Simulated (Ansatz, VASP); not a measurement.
**Two plane-wave programs on Al3SiNO**

```
Al Si N O
1.0
     5.43080    0.00000    0.00000
     0.00000    2.74168    0.00000
    -2.52790    0.00000    6.37369
Al Si N O
3 1 1 1
Direct
  0.66598 0.00000 0.90710
  0.33402 0.00000 0.09290
  0.50000 0.50000 0.50000
  0.00000 0.50000 0.50000
  0.50000 0.50000 0.00000
  0.00000 0.00000 0.00000
```

Change from the starting cell: species swapped into the DyGaFeCo3 type (P2/m, No. 10).

Alike in both runs: task relaxation of cell and atoms; functional PBE; k mesh 4 × 6 × 4; occupations gaussian, width 0.1 eV; no spin polarisation.

|  | VASP | Ansatz |
| --- | --- | --- |
| version | VASP 6.6.1 | Ansatz 0.2.0 |
| potentials or method | VASP PAW PBE potentials, release 64 (Al, Si, N, O), cutoff 600 eV | scalar-relativistic, plane waves, PAW |
| valence electrons in the cell | 24 | 24 |

```tsv
	VASP	Ansatz	Ansatz less VASP
gap on the k mesh at the Fermi level, each at its own relaxed structure (eV)	none	none	-
relaxed volume (Å³/atom)	14.64	14.83	+0.197
relaxed cell length with the largest relative difference (Å)	9.542	9.965	+0.4230
```

A gap of «none» marks a metal or a gap that the smearing closes.

The k mesh is coarse, so the values compare programs but aren't converged.
